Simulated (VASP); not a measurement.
Input of a VASP 6.6.1 run:

The input INCAR:

```
SYSTEM = CaO
ALGO = Normal ; EDIFF = 1E-6
ENCUT = 910 ; GGA = CA
GGA_COMPAT = .False. ; ISIF = 2
ISMEAR = 0 ; LASPH = .True.
LCHARG = .False. ; LREAL = .False.
LWAVE = .False. ; NBANDS = 15
NELM = 120 ; PREC = Accurate
SIGMA = 0.1
```

The input KPOINTS:

```
k-points
0
Gamma
  8 8 8
  0 0 0
```

The input POSCAR:

```
CaO
1.0
    0.0000000000      2.3538799046      2.3538799046
    2.3538799046      0.0000000000      2.3538799046
    2.3538799046      2.3538799046      0.0000000000
Ca O
1 1
Direct
    0.0000000000      0.0000000000      0.0000000000
    0.5000000000      0.5000000000      0.5000000000
```

Potentials or basis: VASP PAW LDA potentials, release 64 (Ca_sv, O_h).

The run is started by

```sh
$ cat potpaw_LDA.64/Ca_sv/POTCAR potpaw_LDA.64/O_h/POTCAR > POTCAR
$ mpirun -np 1 vasp_std > vasp.out
```

Q: Predict the band gap on the k mesh.

A: 3.42 eV, indirect (least direct gap 3.78 eV).

Q: Estimate the pressure.

A: 0.8 GPa.

Caveat: the cutoff is under 1.25 times the usual one of these potentials, so pressure, stress and relaxed cells hold a basis-set (Pulay) error. A hybrid or GW would open this gap; LDA tends to underestimate it.
